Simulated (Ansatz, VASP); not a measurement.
# Two plane-wave programs on Ta2H

Contents of POSCAR:

```
Ta2H
1.0
    1.7204951100     -2.3714690300      0.0000000000
    1.7204951100      2.3714690300      0.0000000000
    0.0000000000      0.0000000000      4.7585693900
Ta H
2 1
Direct
    0.0000000000      0.5000000000      0.2645697700
    0.5000000000      0.0000000000      0.7354302300
    0.0000000000      0.0000000000      0.0000000000
```

The input INCAR.step1:

```
SYSTEM = Ta2H
PREC = Accurate ; ENCUT = 520
ISMEAR = 0 ; SIGMA = 0.1
LREAL = .False. ; LASPH = .True.
NELM = 100 ; NBANDS = 18
GGA = PE ; ALGO = Normal
EDIFF = 1E-4 ; LWAVE = .True.
LCHARG = .False.
```

File INCAR.step2:

```
SYSTEM = Ta2H
PREC = Accurate ; ENCUT = 520
EDIFF = 1E-6 ; ISMEAR = 0
SIGMA = 0.1 ; LREAL = .False.
LASPH = .True. ; NELM = 100
ALGO = Normal ; ISIF = 2
LWAVE = .False. ; LCHARG = .False.
METAGGA = R2SCAN ; LMIXTAU = .True.
NBANDS = 18 ; ISTART = 1
```

KPOINTS

```
regular mesh
0
Gamma
  6 6 4
  0 0 0
```

Input for Ansatz:

```yaml
crystal:
  lattice:
    - [1.72049511, -2.37146903, 0.0]
    - [1.72049511, 2.37146903, 0.0]
    - [0.0, 0.0, 4.75856939]
  atoms:
    - { symbol: Ta, position: [0.0, 0.5, 0.26456977] }
    - { symbol: Ta, position: [0.5, 0.0, 0.73543023] }
    - { symbol: H, position: [0.0, 0.0, 0.0] }
basis:
  ecutwfc: 500
kpoints:
  mp_grid: { grid: [6, 6, 4] }
hamiltonian:
  xc: r2scan
  pseudopotentials: { kind: paw, azcp: { folder: soft_1 } }
scf:
  occupations: { method: gaussian, width: 0.1 }
output:
  forces: true
  stress: true
  eigenvalues: true
```

Alike in both runs: task single point; functional r2SCAN; k mesh 6 × 6 × 4; occupations gaussian, width 0.1 eV; no spin polarisation.

|  | VASP | Ansatz |
| --- | --- | --- |
| version | VASP 6.6.1 | Ansatz 0.2.0 |
| potentials or method | VASP PAW PBE potentials, release 64 (Ta_pv, H), cutoff 520 eV | scalar-relativistic, plane waves, PAW |
| valence electrons in the cell | 23 | 27 |

|  | VASP | Ansatz | Ansatz less VASP |
| --- | --- | --- | --- |
| gap on the k mesh at the Fermi level (eV) | none | none | - |
| pressure (GPa) | 0.2 | -0.3 | -0.51 |
| traceless stress, the component that is largest in VASP (GPa) | -1.27 | -1.26 | +0.003 |
| rms of the force components (eV/Å) | 0.017 | 0.024 | +0.0073 |

VASP's potentials were made for PBE, not for r2SCAN. Atom by atom the forces differ by 0.007 eV/Å (rms over components). A gap of «none» marks a metal or a gap that the smearing closes. With one functional, cell and mesh, what is left measures potentials, basis and numerics. VASP's potentials hold 23 valence electrons a cell and Ansatz's 27, so a difference there can come from the potentials and not from the codes.

The k mesh is coarse, so the values compare programs but aren't converged. Neither program's run includes spin-orbit coupling.
